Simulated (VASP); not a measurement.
A run of VASP 6.6.1 is set up as follows.

Contents of INCAR:

```
  PREC = Accurate
  ENCUT = 600
  EDIFF = 1E-7
  ISMEAR = 0
  SIGMA = 0.1
  LREAL = False
  LASPH = True
  NELM = 80
  ALGO = Normal
  ISIF = 3
  LWAVE = False
  LCHARG = False
  GGA = PE
  IBRION = 2
  NSW = 90
  EDIFFG = -0.04
```

File KPOINTS:

```
Automatic mesh
0
Gamma
  6 6 6
```

POSCAR

```
MgO
1.0
    0.0000000000      2.4468611300      2.4468611300
    2.4468611300      0.0000000000      2.4468611300
    2.4468611300      2.4468611300      0.0000000000
Mg O
1 1
Direct
    0.0000000000      0.0000000000      0.0000000000
    0.7500000000      0.7500000000      0.7500000000
```

Potentials or basis: VASP PAW PBE potentials, release 64 (Mg, O).

Launch:

```console
$ cat potpaw_PBE.64/Mg/POTCAR potpaw_PBE.64/O/POTCAR > POTCAR
$ mpirun -np 1 vasp_std > vasp.out
```

**Question.** Predict the relaxed cell.

**Answer.** a = 3.255 Å, b = 3.255 Å, c = 3.255 Å, α = 60.00°, β = 60.00°, γ = 60.00°.

**Question.** What does it give for the space group after relaxing (to 0.05 Å)?

**Answer.** F-43m (No. 216).

Step by step:
| step | energy change (eV) | largest force (eV/Å) | pressure (GPa) | volume (Å³) |
| --- | --- | --- | --- | --- |
| 1 | 0.0000 | 0.0000 | -14.64 | 29.30 |
| 2 | -0.2593 | 0.0000 | 2.11 | 23.98 |
| 3 | -0.2620 | 0.0000 | 0.06 | 24.39 |

Caveat: the volume moved by over 15 % at a fixed basis, so the end points are rough.
